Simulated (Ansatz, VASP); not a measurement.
# Mg2SO: VASP beside Ansatz

The input INCAR:

```
ALGO = Normal ; EDIFF = 1E-7
ENCUT = 520 ; GGA = PE
ISIF = 2 ; ISMEAR = 0
LASPH = T ; LCHARG = T
LELF = T ; LREAL = F
LVHAR = T ; LWAVE = F
NBANDS = 16 ; NELM = 100
PREC = Accurate ; SIGMA = 0.01
```

The input KPOINTS:

```
k-points
0
Gamma
  8 8 8
```

POSCAR

```
Mg2SO
1.0
    1.6829367076      0.9716439611      5.5462422707
   -1.6829367076      0.9716439611      5.5462422707
    0.0000000000     -1.9432879223      5.5462422707
O S Mg
1 1 2
Direct
    1.0000000000      0.0000000000      0.0000000000
    0.5000000000      0.5000000000      0.5000000000
    0.2614704948      0.2614704948      0.2614704948
    0.7385295052      0.7385295052      0.7385295052
```

Input for Ansatz:

```yaml
crystal:
  lattice:
    - [1.6829367076, 0.9716439611, 5.5462422707]
    - [-1.6829367076, 0.9716439611, 5.5462422707]
    - [0.0, -1.9432879223, 5.5462422707]
  atoms:
    - { symbol: O, position: [1.0, 0.0, 0.0] }
    - { symbol: S, position: [0.5, 0.5, 0.5] }
    - { symbol: Mg, position: [0.2614704948, 0.2614704948, 0.2614704948] }
    - { symbol: Mg, position: [0.7385295052, 0.7385295052, 0.7385295052] }
kpoints:
  mp_grid: { grid: [8, 8, 8] }
hamiltonian:
  xc: pbe
scf:
  occupations: { method: fixed }
  n_extra_bands: 5
output:
  forces: true
  stress: true
  eigenvalues: true
```

Alike in both runs: task single point; functional PBE; k mesh 8 × 8 × 8; no spin polarisation.

|  | VASP | Ansatz |
| --- | --- | --- |
| version | VASP 6.6.1 | Ansatz 0.2.0 |
| potentials or method | VASP PAW PBE potentials, release 64 (O, S, Mg) | plane waves, PAW |
| plane-wave cutoff (eV) | 520 | 420 |
| occupations | gaussian, width 0.01 eV | fixed |
| valence electrons in the cell | 16 | 32 |

|  | VASP | Ansatz | Ansatz less VASP |
| --- | --- | --- | --- |
| gap on the k mesh at the Fermi level (eV) | 0.92 | 0.95 | +0.029 |
| pressure (GPa) | -0.4 | 0.0 | +0.46 |

VASP's potentials hold 16 valence electrons a cell and Ansatz's 32, so a difference there can come from the potentials and not from the codes.
